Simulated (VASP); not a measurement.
Set up this calculation in VASP 6.6.1, as the native input.

| Property | Result |
| --- | --- |
| Task | single point |
| Functional | PBEsol |
| Potentials or basis | VASP PAW PBE potentials, release 64 (Ir) |
| Cutoff | 520 eV |
| k mesh | 1 × 5 × 2 |
| Occupations | fermi-dirac, width 0.1 eV |
| Spin | no spin polarisation |
| Dipole correction | no |
| Further INCAR settings | ALGO = Normal; EDIFF = 1e-07; NBANDS = 16 |

The structure of Ir lies in POSCAR:

```
Ir
1.0
   12.2384552500      0.0000000000      0.0000000000
    0.0000000000      2.2334312600      0.0000000000
    0.0000000000      0.0000000000      7.1930008000
Ir
2
Direct
    0.2499999998      0.0000000000      0.1639883997
    0.7500000002      0.0000000000      0.8360116003
```

One way to write it, as run:

INCAR

```
SYSTEM = Ir
PREC = Accurate ; ENCUT = 520
EDIFF = 1E-7 ; ISMEAR = -1
SIGMA = 0.1 ; LREAL = .False.
LASPH = .True. ; NELM = 100
ALGO = Normal ; ISIF = 2
LWAVE = .False. ; LCHARG = .False.
GGA = PS ; NBANDS = 16
```

KPOINTS

```
regular mesh
0
Gamma
  1 5 2
  0 0 0
```

Potentials or basis: VASP PAW PBE potentials, release 64 (Ir).

Run with:

```sh
$ cat potpaw_PBE.64/Ir/POTCAR > POTCAR
$ mpirun -np 1 vasp_std > vasp.out
```

It gave:

```
Pressure               : -0.1 GPa
Band gap on the k mesh : zero (band 9 reaches -1.09 eV, above the bottom of band 10 at -4.70 eV)
```

Caveat: the k points lie up to 0.56 Å⁻¹ apart; the PAW data sets were made with another functional, which shifts forces and pressure a little; spin-orbit coupling is left out, which moves the levels of the heavy elements.

It took 11 s on 1 thread of Intel(R) Xeon(R) 6975P-C (Granite Rapids), on a shared host, peak memory 0.28 GiB.
